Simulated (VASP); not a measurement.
TePb, 2 atoms in the cell. It takes space group Pm-3m (No. 221, cubic). Conventional cell: a = 4.002 Å, b = 4.002 Å, c = 4.002 Å, α = 90.00°, β = 90.00°, γ = 90.00°. Pb (site symmetry m-3m) has 8 Te at 3.47 Å and 6 Pb at 4.00 Å within 4.6 Å. Te (site symmetry m-3m) has 8 Pb at 3.47 Å and 6 Te at 4.00 Å within 4.6 Å. 

```yaml
Program: VASP 6.6.1
Task: relaxation of cell and atoms
Functional: PBEsol
Potentials_or_basis: VASP PAW PBE potentials, release 64 (Pb_d, Te)
Cutoff: 600 eV
k_mesh: 7 × 7 × 7
Occupations: fermi-dirac, width 0.05 eV
Spin: no spin polarisation
Dipole_correction: no
Further_INCAR_settings: ALGO = Normal; EDIFF = 1e-07; IBRION = 2; EDIFFG = -0.02; NSW = 80; ISIF = 3
```

Potentials or basis: VASP PAW PBE potentials, release 64 (Pb_d, Te).

Launch:

```sh
$ cat potpaw_PBE.64/Pb_d/POTCAR potpaw_PBE.64/Te/POTCAR > POTCAR
$ mpirun -np 1 vasp_std > vasp.out
```

Hardware: 1 thread of Intel(R) Xeon(R) 6975P-C (Granite Rapids), on a shared host.

How long does it take, and how much memory?

Run time: 21 s on 1 thread of Intel(R) Xeon(R) 6975P-C (Granite Rapids), on a shared host, peak memory 0.2 GiB. Counts: scf iterations 36, k points 20, ion steps 3.
